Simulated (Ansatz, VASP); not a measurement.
**KCl: VASP beside Ansatz**

Contents of INCAR:

```
PREC = Accurate
ENCUT = 520
EDIFF = 1E-6
ISMEAR = 0
SIGMA = 0.05
LREAL = False
LASPH = True
NELM = 100
ALGO = Normal
ISIF = 2
LWAVE = False
LCHARG = False
GGA = PS
NBANDS = 15
```

File KPOINTS:

```
Automatic mesh
0
Gamma
  6 6 6
```

POSCAR

```
KCl
1.0
    3.8391960000      0.0000000000      0.0000000000
    0.0000000000      3.8391960000      0.0000000000
    0.0000000000      0.0000000000      3.7432161000
K Cl
1 1
Direct
    0.0000000000      0.0000000000      0.0000000000
    0.5000000000      0.5000000000      0.5000000000
```

Input for Ansatz:

```yaml
crystal:
  lattice:
    - [3.839196, 0.0, 0.0]
    - [0.0, 3.839196, 0.0]
    - [0.0, 0.0, 3.7432161]
  atoms:
    - { symbol: K, position: [0.0, 0.0, 0.0] }
    - { symbol: Cl, position: [0.5, 0.5, 0.5] }
basis:
  ecutwfc: 420
kpoints:
  mp_grid: { grid: [6, 6, 6] }
hamiltonian:
  xc: pbesol
scf:
  occupations: { method: gaussian, width: 0.05 }
output:
  forces: true
  stress: true
  eigenvalues: true
```

Change from the starting cell: strain +0.000 along x and y, -0.025 along z, atoms carried along.

Alike in both runs: task single point; functional PBEsol; k mesh 6 × 6 × 6; occupations gaussian, width 0.05 eV; no spin polarisation.

|  | VASP | Ansatz |
| --- | --- | --- |
| version | VASP 6.6.1 | Ansatz 0.2.0 |
| potentials or method | VASP PAW PBE potentials, release 64 (K_sv, Cl), cutoff 520 eV | scalar-relativistic, plane waves, PAW |
| valence electrons in the cell | 16 | 16 |

```csv
,VASP,Ansatz,Ansatz less VASP
gap on the k mesh at the Fermi level (eV),4.63,4.64,+0.003
least direct gap on the mesh (eV),4.83,4.83,+0.003
pressure (GPa),-1.0,-1.0,-0.02
"traceless stress, the component that is largest in VASP (GPa)",0.73,0.73,+0.001
```

VASP's potentials were made for PBE, not for PBEsol.
